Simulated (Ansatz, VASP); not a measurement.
**TiRu2: VASP beside Ansatz**

```xyz
3
Lattice="-2.0618 2.0618 2.9163 2.0618 -2.0618 2.9163 2.0618 2.0618 -2.9163" Properties=species:S:1:pos:R:3 pbc="T T T"
Ti    0.0000    0.0000    0.0000
Ru    0.0000    2.0618    1.4582
Ru    2.0618    0.0000    1.4582
```

Alike in both runs: functional PBE; k mesh 16 × 16 × 16; occupations gaussian, width 0.1 eV; no spin polarisation.

Ansatz relaxed the structure, and its values are those at the end. VASP's run is a single point on that final structure, the one shown.

```csv
,VASP,Ansatz
version,VASP 6.6.1,Ansatz 0.2.0
potentials or method,"VASP PAW PBE potentials, release 64 (Ti_sv, Ru_pv), cutoff 520 eV","scalar-relativistic, plane waves, PAW"
valence electrons in the cell,40,44
```

Ansatz gave:

```
gap on the k mesh at the Fermi level (eV) : none
pressure (GPa)                            : 0.0
```

Problem. What did VASP give for the same quantities?

Solution. gap on the k mesh at the Fermi level (eV): none; pressure (GPa): -0.1.

A gap of «none» marks a metal or a gap that the smearing closes. VASP's potentials hold 40 valence electrons a cell and Ansatz's 44, so a difference there can come from the potentials and not from the codes.
